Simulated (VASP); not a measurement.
# Re (P6_3/mmc) in VASP: density of states with PBE

Aim: the density of states of Re with PBE.

Program: VASP 6.6.1. These are calculated values, not measurements. Logs are shortened: lines on timing, memory, paths and dates and some standing lists are left out, and cuts for length are marked.

## (1) The cell of the first run

It takes space group P6_3/mmc (No. 194, hexagonal). Conventional cell: a = 2.761 Å, b = 2.761 Å, c = 4.458 Å, α = 90.00°, β = 90.00°, γ = 120.00°. Re (site symmetry -6m2) has 12 Re at 2.74 to 2.76 Å within 3.6 Å.

## (2) Density of states, PBE

POSCAR reads:

```
Re
1.0
    2.7608000000      0.0000000000      0.0000000000
   -1.3804000000      2.3909229348      0.0000000000
    0.0000000000      0.0000000000      4.4582000000
Re
2
Direct
    0.3333333333      0.6666666667      0.2500000000
    0.6666666667      0.3333333333      0.7500000000
```

INCAR.step1 reads:

```
PREC = Accurate ; ENCUT = 520
EDIFF = 1E-7 ; ISMEAR = 0
SIGMA = 0.05 ; LREAL = False
LASPH = True ; NELM = 60
ALGO = Normal ; ISIF = 2
LWAVE = False ; LCHARG = True
LMAXMIX = 4 ; GGA = PE
NBANDS = 14
```

KPOINTS.step1 reads:

```
Automatic mesh
0
Gamma
  15 15 8
```

INCAR.step2 reads:

```
PREC = Accurate ; ENCUT = 520
EDIFF = 1E-7 ; ISMEAR = -5
SIGMA = 0.05 ; LREAL = False
LASPH = True ; NELM = 60
ALGO = Normal ; ISIF = 2
LWAVE = False ; LCHARG = False
LMAXMIX = 4 ; GGA = PE
LORBIT = 11 ; NBANDS = 14
NEDOS = 1001 ; ICHARG = 11
```

KPOINTS.step2 reads:

```
Automatic mesh
0
Gamma
  23 23 12
```

Potentials or basis: VASP PAW PBE potentials, release 64 (Re).

Launch:

```
> cat potpaw_PBE.64/Re/POTCAR > POTCAR
> cp INCAR.step1 INCAR
> cp KPOINTS.step1 KPOINTS
> mpirun -np 1 vasp_std > vasp.out
> cp INCAR.step2 INCAR
> cp KPOINTS.step2 KPOINTS
> mpirun -np 1 vasp_std > vasp.out
```

OUTCAR:

```text
PREC = Accurate
   ENCUT = 520
   EDIFF = 1E-7
   ISMEAR = -5
   LREAL = False
   LASPH = True
   NELM = 60
   ISIF = 2
   GGA = PE
   LORBIT = 11
   ICHARG = 11

 ion  position               nearest neighbor table
   1  0.333  0.667  0.250-   2 2.74   2 2.74   2 2.74   2 2.74   2 2.74   2 2.74
   2  0.667  0.333  0.750-   1 2.74   1 2.74   1 2.74   1 2.74   1 2.74   1 2.74

  LATTYP: Found a hexagonal cell.
 ALAT       =     2.7608000000
 C/A-ratio  =     1.6148217908

  Lattice vectors:

 A1 = (   2.7608000000,   0.0000000000,   0.0000000000)
 A2 = (  -1.3804000000,   2.3909229348,   0.0000000000)
 A3 = (   0.0000000000,   0.0000000000,   4.4582000000)

Analysis of symmetry for initial positions (statically):
=====================================================================
 Subroutine PRICEL returns:
 Original cell was already a primitive cell.

 Routine SETGRP: Setting up the symmetry group for a
 hexagonal supercell.

 Subroutine GETGRP returns: Found 24 space group operations
 (whereof 12 operations were pure point group operations)
 out of a pool of 24 trial point group operations.

The static configuration has the point symmetry D_3d.
 The point group associated with its full space group is D_6h.

Analysis of symmetry for dynamics (positions and initial velocities):
=====================================================================
 Subroutine PRICEL returns:
 Original cell was already a primitive cell.

 Routine SETGRP: Setting up the symmetry group for a
 hexagonal supercell.

 Subroutine GETGRP returns: Found 24 space group operations
 (whereof 12 operations were pure point group operations)
 out of a pool of 24 trial point group operations.

The dynamic configuration has the point symmetry D_3d.
 The point group associated with its full space group is D_6h.

 Subroutine INISYM returns: Found 24 space group operations
 (whereof 12 operations are pure point group operations),
 and found     1 'primitive' translations

----------------------------------------------------------------------------------------

                                     Primitive cell

  volume of cell :      29.4280

  direct lattice vectors                    reciprocal lattice vectors
     2.760800000  0.000000000  0.000000000     0.362213851  0.209124264  0.000000000
    -1.380400000  2.390922935  0.000000000     0.000000000  0.418248529  0.000000000
     0.000000000  0.000000000  4.458200000     0.000000000  0.000000000  0.224305774

  length of vectors
     2.760800000  2.760800000  4.458200000     0.418248529  0.418248529  0.224305774

  position of ions in fractional coordinates (direct lattice)
     0.333333333  0.666666667  0.250000000
     0.666666667  0.333333333  0.750000000

  ion indices of the primitive-cell ions
   primitive index   ion index
                 1           1
                 2           2

----------------------------------------------------------------------------------------

 KPOINTS: Automatic mesh

Automatic generation of k-mesh.
 Grid dimensions read from file:
 generate k-points for:   23   23   12

 Generating k-lattice:

  Cartesian coordinates                     Fractional coordinates (reciprocal lattice)
     0.015748428  0.009092359  0.000000000     0.043478261 -0.000000000  0.000000000
     0.000000000  0.018184719  0.000000000     0.000000000  0.043478261  0.000000000
     0.000000000  0.000000000  0.018692148     0.000000000  0.000000000  0.083333333

  Length of vectors
     0.018184719  0.018184719  0.018692148

  Shift w.r.t. Gamma in fractional coordinates (k-lattice)
     0.000000000  0.000000000  0.000000000

 TETIRR: Found   6486 inequivalent tetrahedra from    38088

 Subroutine IBZKPT returns following result:
 ===========================================

 Found    392 irreducible k-points:

 Following reciprocal coordinates:
            Coordinates               Weight
  0.000000  0.000000  0.000000      1.000000
  0.043478 -0.000000  0.000000      6.000000
  0.086957 -0.000000  0.000000      6.000000
  0.130435 -0.000000  0.000000      6.000000
  0.173913  0.000000  0.000000      6.000000
  0.217391 -0.000000  0.000000      6.000000
[... 16 lines left out ...]
  0.478261  0.043478  0.000000      6.000000
  0.086957  0.086957  0.000000      6.000000
 [... further k-points ...]
   k-points           NKPTS =    392   k-points in BZ     NKDIM =    392   number of bands    NBANDS=     14
   number of dos      NEDOS =   1001   number of ions     NIONS =      2
   total plane-waves  NPLWV =  20736
   dimension x,y,z NGX =    24 NGY =   24 NGZ =   36
   dimension x,y,z NGXF=    48 NGYF=   48 NGZF=   72
   ions per type =               2
   NGX,Y,Z   is equivalent  to a cutoff of  14.45, 14.45, 13.42 a.u.
   NGXF,Y,Z  is equivalent  to a cutoff of  28.90, 28.90, 26.85 a.u.
 SYSTEM =  unknown system
   PREC   = accura    normal or accurate (medium, high low for compatibility)
   ISTART =      0    job   : 0-new  1-cont  2-samecut
   ICHARG =     11    charge: 1-file 2-atom 10-const
   ISPIN  =      1    spin polarized calculation?
   LNONCOLLINEAR =      F non collinear calculations
   LSORBIT =      F    spin-orbit coupling
   LASPH  =      T    aspherical Exc in radial PAW
   ENCUT  =  520.0 eV  38.22 Ry    6.18 a.u.   5.13  5.13  8.29*2*pi/ulx,y,z
   NELM   =     60;   NELMIN=  2; NELMDL=  0     # of ELM steps
   EDIFF  = 0.1E-06   stopping-criterion for ELM
   LREAL  =      F    real-space projection
   EDIFFG = 0.1E-05   stopping-criterion for IOM
   NSW    =      0    number of steps for IOM
   IBRION =     -1    ionic relax: 0-MD 1-quasi-New 2-CG
   NFREE  =      0    steps in history (QN), initial steepest desc. (CG)
   ISIF   =      2    stress and relaxation
   ISYM   =      2    0-nonsym 1-usesym 2-fastsym
   POTIM  = 0.5000    time-step for ionic-motion
   TEBEG  =    0.0;   TEEND  =   0.0 temperature during run
   PSTRESS=    0.0 pullay stress
   NELECT =      14.0000    total number of electrons
   NUPDOWN=      -1.0000    fix difference up-down
   EMIN   =  10.00;   EMAX   =-10.00  energy-range for DOS
   EFERMI =   0.00;   METHOD = LEGACY
   ISMEAR =    -5;   SIGMA  =   0.05  broadening in eV -4-tet -1-fermi 0-gaus
   EFERMI_NEDOS =   21; number of points for ismear=-14 and -15
   IALGO  =     38    algorithm
   IMIX   =      4    mixing-type and parameters
     AMIX     =   0.40;   BMIX     =  1.00
     AMIX_MAG =   1.60;   BMIX_MAG =  1.00
  volume/ion in A,a.u.               =      14.71        99.29
  Fermi-wavevector in a.u.,A,eV,Ry     =   1.278000  2.415070 22.222174  1.633284
  Thomas-Fermi vector in A             =   2.410568
   LORBIT       =     11    0 simple, 1 ext, 2 COOP (PROOUT), +10 PAW based schemes
   GGA     = PE    functional components
   LHFCALC =     F    Hartree Fock is set to
   AEXX    =    0.0000 exact exchange contribution
   IVDW    =     0    specifies the selected vdW correction
   LEPSILON=     F    determine dielectric tensor
   LRPA    =     F    only Hartree local field effects (RPA)
 non-spin polarized calculation
 Fermi weights with tetrahedron method with Bloechl corrections
  energy-cutoff  :      520.00
  volume of cell :       29.43
 maximum number of plane-waves:       808
 NGX is ok and might be reduce to    24

 number of electron      14.0000000 magnetization

 Free energy of the ion-electron system (eV)
  ---------------------------------------------------
  ext. energy  EPLUGINS =         0.00000000
  ---------------------------------------------------
  free energy    TOTEN  =       -24.84395801 eV

  energy without entropy =      -24.84395801  energy(sigma->0) =      -24.84395801

 E-fermi :   7.8711     XC(G=0): -13.7311

 val. band max:        7.9438009731   @ k =   0.4783   0.0435   0.5000
 cond. band min:       7.7656029484   @ k =   0.2609   0.1739   0.5000
 fundamental gap:     -0.1781980247
 Fermi energy:         7.8711167599

 k-point     1 :       0.0000    0.0000    0.0000
  band No.  band energies     occupation
      1      -1.9809      2.00000
      2       1.2625      2.00000
      3       6.3045      2.00000
      4       6.3060      2.00000
      5       6.3060      2.00000
      6       7.1425      2.00000
      7       7.1425      2.00000
      8       8.0693      0.00000
      9       8.0693      0.00000
     10       8.5018      0.00000
     11      11.2454      0.00000
     12      11.2454      0.00000
     13      17.9014      0.00000
     14      22.0348      0.00000

 k-point     2 :       0.0435   -0.0000    0.0000
  band No.  band energies     occupation
      1      -1.9030      2.00000
      2       1.3363      2.00000
      3       6.0240      2.00000
      4       6.3772      2.00000
      5       6.5600      2.00000
      6       7.0850      2.00000
      7       7.2098      2.00000
      8       7.9347      0.78253
      9       8.0076     -0.05562
     10       8.2589      0.00000
     11      11.2877      0.00000
     12      11.6268      0.00000
     13      17.8991      0.00000
     14      22.2098      0.00000

 k-point     3 :       0.0870   -0.0000    0.0000
  band No.  band energies     occupation
      1      -1.6732      2.00000
      2       1.5493      2.00000
      3       5.7019      2.00000
      4       6.5890      2.00000
      5       6.7877      2.00000
      6       6.9586      2.00000
      7       7.3290      2.00000
      8       7.4098      2.04644
      9       7.8377      1.31123
     10       8.0344     -0.00122
     11      11.4004      0.00000
     12      12.4735      0.00000
     13      17.8801      0.00000
     14      22.7104      0.00000
[... 324 lines left out ...]
 k-point    23 :       0.4783    0.0435    0.0000
  band No.  band energies     occupation
      1       1.9747      2.00000
      2       2.1088      2.00000
      3       2.6423      2.00000
      4       5.9194      2.00000
      5       6.0886      2.00000
      6       6.4964      2.00000
      7       7.2966      2.00000
      8      11.8408      0.00000
      9      12.2025      0.00000
     10      12.2187      0.00000
     11      13.9816      0.00000
     12      15.0697      0.00000
     13      18.1468      0.00000
     14      19.8061      0.00000

 k-point    24 :       0.0870    0.0870    0.0000
  band No.  band energies     occupation
      1      -1.0879      2.00000
      2       2.0641      2.00000
      3       5.1588      2.00000
      4       6.2381      2.00000
      5       6.5816      2.00000
      6       7.1801      2.00000
      7       7.1814      2.00000
      8       7.2008      2.00000
      9       7.9949      0.07994
     10       8.0066      0.00000
     11      11.5726      0.00000
     12      14.0164      0.00000
     13      17.7723      0.00000
     14      23.8318      0.00000

 [... further k-points ...]
[... 5 lines left out ...]
  --------------------------------------------------------------------------------------
  -------------------------------------------------------------------------------------
  Total        1.0363807      1.0363807      1.0540818      0.0000000     -0.0000000      0.0000000
  in kB       56.4247747     56.4247747     57.3884942      0.0000000     -0.0000000      0.0000000
  external PRESSURE =      56.7460145 kB  Pullay stress =       0.0000000 kB

 VOLUME and BASIS-vectors are now :
 -----------------------------------------------------------------------------
  energy-cutoff  :      520.00
  volume of cell :       29.43
      direct lattice vectors                 reciprocal lattice vectors
     2.760800000  0.000000000  0.000000000     0.362213851  0.209124264  0.000000000
    -1.380400000  2.390922935  0.000000000     0.000000000  0.418248529  0.000000000
     0.000000000  0.000000000  4.458200000     0.000000000  0.000000000  0.224305774

 POSITION                                       TOTAL-FORCE (eV/Angst)
 -----------------------------------------------------------------------------------
     -0.00000      1.59395      1.11455        -0.000000      0.000000      0.000000
      1.38040      0.79697      3.34365         0.000000     -0.000000      0.000000
 -----------------------------------------------------------------------------------
    total drift:                               -0.000000      0.000000     -0.000000

  FREE ENERGIE OF THE ION-ELECTRON SYSTEM (eV)
  ---------------------------------------------------
  free  energy   TOTEN  =       -24.8439580118 eV

  energy  without entropy=      -24.8439580118  energy(sigma->0) =      -24.84395801

 total charge

# of ion       s       p       d       tot
------------------------------------------
    1        0.627   0.679   4.846   6.152
    2        0.627   0.679   4.846   6.152
--------------------------------------------------
tot          1.255   1.358   9.691  12.304
```

Wall time 92 s (1 thread of AMD EPYC 9R45 (Zen 5), shared host); peak memory 0.24 GiB.

Results:

```
Valence electrons inside the program's atomic spheres : Re 6.15
```

Caveat: spin-orbit coupling is left out, which moves the levels of the heavy elements; tetrahedron occupations give inexact forces and stress in metals.
